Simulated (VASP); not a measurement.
Wanted: the native input for a VASP 6.6.1 run.

* Task: single point
* Functional: r2SCAN
* Dispersion: rVV10
* Potentials or basis: VASP PAW PBE potentials, release 64 (Cs_sv, Rb_sv, Cl)
* Cutoff: 520 eV
* k mesh: 6 × 6 × 6
* Occupations: fermi-dirac, width 0.03 eV
* Spin: no spin polarisation
* Dipole correction: no
* Further INCAR settings: ALGO = Normal; EDIFF = 1e-06; NBANDS = 33

Crystal: Cs2RbCl3.

```
CELL_PARAMETERS angstrom
4.03737 2.33098 4.28157
-4.03737 2.33098 4.28157
0.00000 -4.66195 4.28157
ATOMIC_POSITIONS crystal
Cs 0.15193 0.15193 0.15193
Cs 0.84807 0.84807 0.84807
Rb 0.50000 0.50000 0.50000
Cl 0.50000 0.50000 0.00000
Cl 0.50000 0.00000 0.50000
Cl 0.00000 0.50000 0.50000
```

The input as run:

POSCAR

```
Cs2RbCl3
1.0
    4.0373691177      2.3309761469      4.2815746471
   -4.0373691177      2.3309761469      4.2815746471
    0.0000000000     -4.6619522938      4.2815746471
Cs Rb Cl
2 1 3
Direct
    0.1519296499      0.1519296499      0.1519296499
    0.8480703501      0.8480703501      0.8480703501
    0.5000000000      0.5000000000      0.5000000000
    0.5000000000      0.5000000000      0.0000000000
    0.5000000000      0.0000000000      0.5000000000
    0.0000000000      0.5000000000      0.5000000000
```

INCAR.step1

```
SYSTEM = Cs2RbCl3
PREC = Accurate
ENCUT = 520
ISMEAR = -1
SIGMA = 0.03
LREAL = .FALSE.
LASPH = .TRUE.
NELM = 60
NBANDS = 33
GGA = PE
ALGO = Normal
EDIFF = 1E-4
LWAVE = .TRUE.
LCHARG = .FALSE.
```

INCAR.step2

```
SYSTEM = Cs2RbCl3
PREC = Accurate
ENCUT = 520
EDIFF = 1E-6
ISMEAR = -1
SIGMA = 0.03
LREAL = .FALSE.
LASPH = .TRUE.
NELM = 60
ALGO = Normal
ISIF = 2
LWAVE = .FALSE.
LCHARG = .FALSE.
METAGGA = R2SCAN
LMIXTAU = .TRUE.
LUSE_VDW = .TRUE.
IVDW_NL = 2
BPARAM = 11.95
CPARAM = 0.0093
NBANDS = 33
ISTART = 1
```

KPOINTS

```
Automatic mesh
0
G
  6 6 6
  0 0 0
```

Potentials or basis: VASP PAW PBE potentials, release 64 (Cs_sv, Rb_sv, Cl).

The run is started by

```sh
$ cat potpaw_PBE.64/Cs_sv/POTCAR potpaw_PBE.64/Rb_sv/POTCAR potpaw_PBE.64/Cl/POTCAR > POTCAR
$ cp INCAR.step1 INCAR
$ mpirun -np 1 vasp_std > vasp.out
$ cp INCAR.step2 INCAR
$ mpirun -np 1 vasp_std > vasp.out
```

Results of the run:

```yaml
Pressure: 0.1 GPa
Largest_force: 0.021 eV/Å
Band_gap_on_the_k_mesh: 4.54 eV
```

Caveat: the PAW data sets were made with another functional, which shifts forces and pressure a little; spin-orbit coupling is left out, which moves the levels of the heavy elements.

Wall time 23 min on 1 thread of Intel Xeon 8259CL, on a shared host, peak memory 0.9 GiB.
